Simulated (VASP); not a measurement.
# H (P4/mmm) in VASP: notebook

H is run at these levels: LDA; tasks: single point.

All numbers are computed with VASP 6.6.1; they aren't measurements. Logs are shortened: lines on timing, memory, paths and dates and some standing lists are left out, and cuts for length are marked.

### Step 1. The cell of the first run

It takes space group P4/mmm (No. 123, tetragonal). Conventional cell: a = 2.583 Å, b = 2.583 Å, c = 0.980 Å, α = 90.00°, β = 90.00°, γ = 90.00°. Within 1.3 Å of H (site symmetry 4/mmm) lie 2 H at 0.98 Å.

### Step 2. Single point, LDA (strain -0.025 along x and y, +0.000 along z)

Input file INCAR:

```
SYSTEM = H
PREC     = Accurate       ! precision mode
ENCUT    = 520            ! plane-wave cutoff, eV
EDIFF    = 1E-6           ! SCF threshold, eV
ISMEAR   = 0              ! smearing method
SIGMA    = 0.05           ! smearing width, eV
LREAL    = .False.        ! projectors in reciprocal space
LASPH    = .True.         ! aspherical terms in the spheres
NELM     = 100            ! most SCF steps
ALGO     = Normal         ! electronic algorithm
ISIF     = 2              ! what is computed and relaxed
LWAVE    = .False.        ! write WAVECAR
LCHARG   = .True.         ! write CHGCAR
GGA      = CA             ! functional
LELF     = .True.         ! ELF
LVHAR    = .True.       
NBANDS   = 6              ! bands
```

Input file KPOINTS:

```
Automatic mesh
0
Gamma
  10 10 26
  0 0 0
```

Input file POSCAR:

```
H
1.0
    2.5833977704      0.0000000000      0.0000000000
    0.0000000000      2.5833977704      0.0000000000
    0.0000000000      0.0000000000      0.9804929200
H
1
Direct
    0.0000000000      0.0000000000      0.5000000000
```

Potentials or basis: VASP PAW LDA potentials, release 64 (H).

On the command line:

```console
> cat potpaw_LDA.64/H/POTCAR > POTCAR
> mpirun -np 1 vasp_std > vasp.out
```

OUTCAR:

```text
SYSTEM = H
   PREC = Accurate
   ENCUT = 520
   EDIFF = 1E-6
   ISMEAR = 0
   LREAL = .False.
   LASPH = .True.
   NELM = 100
   ISIF = 2
   GGA = CA

 ion  position               nearest neighbor table
   1  0.000  0.000  0.500-

  LATTYP: Found a simple tetragonal cell.
 ALAT       =     2.5833977704
 C/A-ratio  =     0.3795361795

  Lattice vectors:

 A1 = (   2.5833977704,   0.0000000000,   0.0000000000)
 A2 = (   0.0000000000,   2.5833977704,   0.0000000000)
 A3 = (   0.0000000000,   0.0000000000,   0.9804929200)

Analysis of symmetry for initial positions (statically):
=====================================================================
 Subroutine PRICEL returns:
 Original cell was already a primitive cell.

 Routine SETGRP: Setting up the symmetry group for a
 simple tetragonal supercell.

 Subroutine GETGRP returns: Found 16 space group operations
 (whereof 16 operations were pure point group operations)
 out of a pool of 16 trial point group operations.

The static configuration has the point symmetry D_4h.

Analysis of symmetry for dynamics (positions and initial velocities):
=====================================================================
 Subroutine PRICEL returns:
 Original cell was already a primitive cell.

 Routine SETGRP: Setting up the symmetry group for a
 simple tetragonal supercell.

 Subroutine GETGRP returns: Found 16 space group operations
 (whereof 16 operations were pure point group operations)
 out of a pool of 16 trial point group operations.

The dynamic configuration has the point symmetry D_4h.

 Subroutine INISYM returns: Found 16 space group operations
 (whereof 16 operations are pure point group operations),
 and found     1 'primitive' translations

----------------------------------------------------------------------------------------

                                     Primitive cell

  volume of cell :       6.5438

  direct lattice vectors                    reciprocal lattice vectors
     2.583397770  0.000000000  0.000000000     0.387087119  0.000000000  0.000000000
     0.000000000  2.583397770  0.000000000     0.000000000  0.387087119  0.000000000
     0.000000000  0.000000000  0.980492920     0.000000000  0.000000000  1.019895177

  length of vectors
     2.583397770  2.583397770  0.980492920     0.387087119  0.387087119  1.019895177

  position of ions in fractional coordinates (direct lattice)
     0.000000000  0.000000000  0.500000000

  ion indices of the primitive-cell ions
   primitive index   ion index
                 1           1

----------------------------------------------------------------------------------------

 KPOINTS: Automatic mesh

Automatic generation of k-mesh.
 Grid dimensions read from file:
 generate k-points for:   10   10   26

 Generating k-lattice:

  Cartesian coordinates                     Fractional coordinates (reciprocal lattice)
     0.038708712  0.000000000  0.000000000     0.100000000  0.000000000  0.000000000
     0.000000000  0.038708712  0.000000000     0.000000000  0.100000000  0.000000000
     0.000000000  0.000000000  0.039226738     0.000000000  0.000000000  0.038461538

  Length of vectors
     0.038708712  0.038708712  0.039226738

  Shift w.r.t. Gamma in fractional coordinates (k-lattice)
     0.000000000  0.000000000  0.000000000

 Subroutine IBZKPT returns following result:
 ===========================================

 Found    294 irreducible k-points:

 Following reciprocal coordinates:
            Coordinates               Weight
  0.000000  0.000000  0.000000      1.000000
  0.100000  0.000000  0.000000      4.000000
  0.200000  0.000000  0.000000      4.000000
  0.300000  0.000000  0.000000      4.000000
  0.400000  0.000000  0.000000      4.000000
  0.500000  0.000000  0.000000      2.000000
[... 16 lines left out ...]
  0.100000  0.000000  0.038462      8.000000
  0.200000  0.000000  0.038462      8.000000
 [... further k-points ...]
   k-points           NKPTS =    294   k-points in BZ     NKDIM =    294   number of bands    NBANDS=      6
   number of dos      NEDOS =    301   number of ions     NIONS =      1
   total plane-waves  NPLWV =   3200
   dimension x,y,z NGX =    20 NGY =   20 NGZ =    8
   dimension x,y,z NGXF=    40 NGYF=   40 NGZF=   16
   ions per type =               1
   NGX,Y,Z   is equivalent  to a cutoff of  12.87, 12.87, 13.56 a.u.
   NGXF,Y,Z  is equivalent  to a cutoff of  25.74, 25.74, 27.13 a.u.
 SYSTEM =  H
   PREC   = accura    normal or accurate (medium, high low for compatibility)
   ISTART =      0    job   : 0-new  1-cont  2-samecut
   ICHARG =      2    charge: 1-file 2-atom 10-const
   ISPIN  =      1    spin polarized calculation?
   LNONCOLLINEAR =      F non collinear calculations
   LSORBIT =      F    spin-orbit coupling
   LASPH  =      T    aspherical Exc in radial PAW
   ENCUT  =  520.0 eV  38.22 Ry    6.18 a.u.   4.80  4.80  1.82*2*pi/ulx,y,z
   NELM   =    100;   NELMIN=  2; NELMDL= -5     # of ELM steps
   EDIFF  = 0.1E-05   stopping-criterion for ELM
   LREAL  =      F    real-space projection
   EDIFFG = 0.1E-04   stopping-criterion for IOM
   NSW    =      0    number of steps for IOM
   IBRION =     -1    ionic relax: 0-MD 1-quasi-New 2-CG
   NFREE  =      0    steps in history (QN), initial steepest desc. (CG)
   ISIF   =      2    stress and relaxation
   ISYM   =      2    0-nonsym 1-usesym 2-fastsym
   POTIM  = 0.5000    time-step for ionic-motion
   TEBEG  =    0.0;   TEEND  =   0.0 temperature during run
   PSTRESS=    0.0 pullay stress
   NELECT =       1.0000    total number of electrons
   NUPDOWN=      -1.0000    fix difference up-down
   EMIN   =  10.00;   EMAX   =-10.00  energy-range for DOS
   EFERMI =   0.00;   METHOD = LEGACY
   ISMEAR =     0;   SIGMA  =   0.05  broadening in eV -4-tet -1-fermi 0-gaus
   EFERMI_NEDOS =   21; number of points for ismear=-14 and -15
   IALGO  =     38    algorithm
   IMIX   =      4    mixing-type and parameters
     AMIX     =   0.40;   BMIX     =  1.00
     AMIX_MAG =   1.60;   BMIX_MAG =  1.00
  volume/ion in A,a.u.               =       6.54        44.16
  Fermi-wavevector in a.u.,A,eV,Ry     =   0.875251  1.653984 10.422932  0.766064
  Thomas-Fermi vector in A             =   1.994895
   LORBIT       =      0    0 simple, 1 ext, 2 COOP (PROOUT), +10 PAW based schemes
   GGA     = CA    functional components
   LHFCALC =     F    Hartree Fock is set to
   AEXX    =    0.0000 exact exchange contribution
   IVDW    =     0    specifies the selected vdW correction
   LEPSILON=     F    determine dielectric tensor
   LRPA    =     F    only Hartree local field effects (RPA)
 non-spin polarized calculation
 Gauss-broadening in eV      SIGMA  =   0.05
  energy-cutoff  :      520.00
  volume of cell :        6.54
 maximum number of plane-waves:       192
 NGX is ok and might be reduce to    20
   NGX =  9   NGY =  9   NGZ =  3

 number of electron       1.0000000 magnetization

 Free energy of the ion-electron system (eV)
  ---------------------------------------------------
  ext. energy  EPLUGINS =         0.00000000
  ---------------------------------------------------
  free energy    TOTEN  =        -3.13292318 eV

  energy without entropy =       -3.13290034  energy(sigma->0) =       -3.13291176

 E-fermi :  -1.3487     XC(G=0):  -7.6102

 val. band max:       -1.4050549325   @ k =   0.0000   0.0000   0.2692
 cond. band min:      -1.2786855046   @ k =   0.5000   0.5000   0.2308
 fundamental gap:      0.1263694279
 Fermi energy:        -1.3486617896

 k-point     1 :       0.0000    0.0000    0.0000
  band No.  band energies     occupation
      1     -12.6292      2.00000
      2       8.5381      0.00000
      3      14.7239      0.00000
      4      14.7239      0.00000
      5      17.4147      0.00000
      6      36.0806      0.00000

 k-point     2 :       0.1000    0.0000    0.0000
  band No.  band energies     occupation
      1     -12.4952      2.00000
      2       7.4796      0.00000
      3      13.9247      0.00000
      4      14.9233      0.00000
      5      19.9783      0.00000
      6      32.7696      0.00000

 k-point     3 :       0.2000    0.0000    0.0000
  band No.  band energies     occupation
      1     -12.1196      2.00000
      2       5.1813      0.00000
      3      13.8449      0.00000
      4      15.5091      0.00000
      5      24.4697      0.00000
      6      29.2382      0.00000

 k-point     4 :       0.3000    0.0000    0.0000
  band No.  band energies     occupation
      1     -11.5915      2.00000
      2       2.9018      0.00000
      3      14.4079      0.00000
      4      16.4272      0.00000
      5      26.2258      0.00000
      6      27.0716      0.00000

 k-point     5 :       0.4000    0.0000    0.0000
  band No.  band energies     occupation
      1     -11.0928      2.00000
      2       1.2692      0.00000
      3      15.1407      0.00000
      4      17.4920      0.00000
      5      24.1205      0.00000
      6      24.6664      0.00000

 k-point     6 :       0.5000    0.0000    0.0000
  band No.  band energies     occupation
      1     -10.8789      2.00000
      2       0.6681      0.00000
      3      15.5087      0.00000
      4      18.0777      0.00000
      5      23.2950      0.00000
      6      23.6340      0.00000

 k-point     7 :       0.1000    0.1000    0.0000
  band No.  band energies     occupation
      1     -12.3625      2.00000
      2       6.9499      0.00000
      3      11.8604      0.00000
      4      17.2515      0.00000
      5      21.1486      0.00000
      6      29.1610      0.00000

 k-point     8 :       0.2000    0.1000    0.0000
  band No.  band energies     occupation
      1     -11.9906      2.00000
      2       5.1890      0.00000
      3      11.0952      0.00000
      4      18.7148      0.00000
      5      24.8556      0.00000
      6      25.6077      0.00000
[... 91 lines left out ...]
 k-point    19 :       0.4000    0.4000    0.0000
  band No.  band energies     occupation
      1      -9.8156      2.00000
      2       3.9095      0.00000
      3       5.2971      0.00000
      4      10.6479      0.00000
      5      34.7128      0.00000
      6      40.0783      0.00000

 k-point    20 :       0.5000    0.4000    0.0000
  band No.  band energies     occupation
      1      -9.6493      2.00000
      2       3.9174      0.00000
      3       5.4342      0.00000
      4       9.4662      0.00000
      5      36.2771      0.00000
      6      43.8593      0.00000

 k-point    21 :       0.5000    0.5000    0.0000
  band No.  band energies     occupation
      1      -9.4907      2.00000
      2       4.8530      0.00000
      3       4.8530      0.00000
      4       8.0820      0.00000
      5      39.1802      0.00000
      6      45.2611      0.00000

 k-point    22 :       0.0000    0.0000    0.0385
  band No.  band energies     occupation
      1     -12.3994      2.00000
      2       8.7677      0.00000
      3      14.9555      0.00000
      4      14.9555      0.00000
      5      17.6461      0.00000
      6      36.3105      0.00000

 k-point    23 :       0.1000    0.0000    0.0385
  band No.  band energies     occupation
      1     -12.2656      2.00000
      2       7.7094      0.00000
      3      14.1558      0.00000
      4      15.1550      0.00000
      5      20.2096      0.00000
      6      33.0001      0.00000

 k-point    24 :       0.2000    0.0000    0.0385
  band No.  band energies     occupation
      1     -11.8900      2.00000
      2       5.4119      0.00000
      3      14.0754      0.00000
      4      15.7406      0.00000
      5      24.7009      0.00000
      6      29.4691      0.00000

 [... further k-points ...]
[... 5 lines left out ...]
  --------------------------------------------------------------------------------------
  -------------------------------------------------------------------------------------
  Total        0.0105845      0.0105845      0.1729103      0.0000000      0.0000000      0.0000000
  in kB        2.5915276      2.5915276     42.3354645      0.0000000      0.0000000      0.0000000
  external PRESSURE =      15.8395066 kB  Pullay stress =       0.0000000 kB

 VOLUME and BASIS-vectors are now :
 -----------------------------------------------------------------------------
  energy-cutoff  :      520.00
  volume of cell :        6.54
      direct lattice vectors                 reciprocal lattice vectors
     2.583397770  0.000000000  0.000000000     0.387087119  0.000000000  0.000000000
     0.000000000  2.583397770  0.000000000     0.000000000  0.387087119  0.000000000
     0.000000000  0.000000000  0.980492920     0.000000000  0.000000000  1.019895177

 POSITION                                       TOTAL-FORCE (eV/Angst)
 -----------------------------------------------------------------------------------
      0.00000      0.00000      0.49025         0.000000      0.000000      0.000000
 -----------------------------------------------------------------------------------
    total drift:                               -0.000000      0.000000      0.000000

  FREE ENERGIE OF THE ION-ELECTRON SYSTEM (eV)
  ---------------------------------------------------
  free  energy   TOTEN  =        -3.1329231810 eV

  energy  without entropy=       -3.1329003412  energy(sigma->0) =       -3.13291176
```

Run time: 6.3 s. Hardware: 1 thread of Intel Xeon 6975P-C (Granite Rapids), shared host; peak memory 0.11 GiB.

Results:

```
Free energy : -3.1329 eV
Pressure    : 1.6 GPa
```

Stress tensor (GPa, compression positive):
```
0.26 0.00 0.00
0.00 0.26 0.00
0.00 0.00 4.23
```

Caveat: the cell differs from its parent crystal (strain -0.025 along x and y, +0.000 along z).

### Step 3. Single point, LDA (strain +0.000 along x and y, -0.025 along z)

Input file INCAR:

```
SYSTEM = H
PREC     = Accurate       ! precision mode
ENCUT    = 520            ! plane-wave cutoff, eV
EDIFF    = 1E-6           ! SCF threshold, eV
ISMEAR   = 0              ! smearing method
SIGMA    = 0.05           ! smearing width, eV
LREAL    = .FALSE.        ! projectors in reciprocal space
LASPH    = .TRUE.         ! aspherical terms in the spheres
NELM     = 100            ! most SCF steps
ALGO     = Normal         ! electronic algorithm
ISIF     = 2              ! what is computed and relaxed
LWAVE    = .FALSE.        ! write WAVECAR
LCHARG   = .FALSE.        ! write CHGCAR
GGA      = CA             ! functional
NBANDS   = 6              ! bands
```

Input file KPOINTS:

```
Automatic mesh
0
G
  10 10 26
  0 0 0
```

Input file POSCAR:

```
H
1.0
    2.6496387389      0.0000000000      0.0000000000
    0.0000000000      2.6496387389      0.0000000000
    0.0000000000      0.0000000000      0.9559805970
H
1
Direct
    0.0000000000      0.0000000000      0.5000000000
```

Potentials or basis: VASP PAW LDA potentials, release 64 (H).

On the command line:

```console
> cat potpaw_LDA.64/H/POTCAR > POTCAR
> mpirun -np 1 vasp_std > vasp.out
```

Wall time 4.9 s (1 thread of Intel Xeon 6975P-C (Granite Rapids), shared host); peak memory 0.1 GiB.

It converged, with:

- Free energy: -3.1247 eV
- Pressure: 4.2 GPa

Stress tensor (GPa, compression positive):
```
-0.15  0.00  0.00
 0.00 -0.15  0.00
 0.00  0.00 12.97
```

Levels at points of the mesh, in eV from the Fermi level:
```tsv
k point	band 1	band 2	band 3
(0.00, 0.00, 0.00)	-11.60	8.85	14.95
(0.50, 0.00, 0.00)	-10.08	1.73	15.57
(0.50, 0.50, 0.00)	-8.88	5.65	5.65
(0.00, 0.00, 0.50)	25.68	32.74	47.95
(0.50, 0.00, 0.50)	26.60	35.12	42.74
(0.50, 0.50, 0.50)	27.34	37.09	46.58
```

Caveat: the cell differs from its parent crystal (strain +0.000 along x and y, -0.025 along z).

### Step 4. Single point, LDA (strain -0.025 along x and y, +0.025 along z)

Changes to INCAR since step 3:

```diff
@@ -12,4 +12,6 @@
 LWAVE    = .FALSE.        ! write WAVECAR
-LCHARG   = .FALSE.        ! write CHGCAR
+LCHARG   = .TRUE.         ! write CHGCAR
 GGA      = CA             ! functional
+LELF     = .TRUE.         ! ELF
+LVHAR    = .TRUE.       
 NBANDS   = 6              ! bands
```

KPOINTS is that of step 3.

Input file POSCAR:

```
H
1.0
    2.5833977704      0.0000000000      0.0000000000
    0.0000000000      2.5833977704      0.0000000000
    0.0000000000      0.0000000000      1.0050052430
H
1
Direct
    0.0000000000      0.0000000000      0.5000000000
```

On the command line:

```console
> cat potpaw_LDA.64/H/POTCAR > POTCAR
> mpirun -np 1 vasp_std > vasp.out
```

It took 4.3 s on 1 thread of Intel Xeon 6975P-C (Granite Rapids), shared host; peak memory 0.11 GiB.

The run converged. Its results:

```yaml
Free_energy: -3.1335 eV
Pressure: -1.2 GPa
```

Stress tensor (GPa, compression positive):
```
-0.30  0.00  0.00
 0.00 -0.30  0.00
 0.00  0.00 -3.04
```

Levels at points of the mesh, in eV from the Fermi level:
```csv
k point,band 1,band 2,band 3,band 4,band 5
"(0.00, 0.00, 0.00)",-10.83,10.25,16.37,16.37,19.02
"(0.50, 0.00, 0.00)",-9.04,2.28,17.19,19.75,24.90
"(0.50, 0.50, 0.00)",-7.62,6.48,6.48,9.67,40.93
"(0.00, 0.00, 0.50)",22.61,29.52,45.25,50.61,53.16
"(0.50, 0.00, 0.50)",23.73,32.27,39.34,39.68,52.72
"(0.50, 0.50, 0.50)",24.62,34.57,43.45,43.45,43.98
```

Caveat: the cell differs from its parent crystal (strain -0.025 along x and y, +0.025 along z).

### Step 5. The runs side by side

```csv
cell,gap on the mesh (eV),pressure (GPa)
"a = 2.583, b = 2.583, c = 0.980 Å, 1 atom",none,1.6
"a = 2.650, b = 2.650, c = 0.956 Å, 1 atom",none,4.2
"a = 2.583, b = 2.583, c = 1.005 Å, 1 atom",none,-1.2
```

Alike in all rows: task single point; level LDA; potentials or basis VASP PAW LDA potentials, release 64 (H); no spin polarisation; k mesh 10 × 10 × 26; cutoff (eV) 520; smearing gaussian 0.05 eV.

Absolute energies hang on the potentials; compare differences alone.
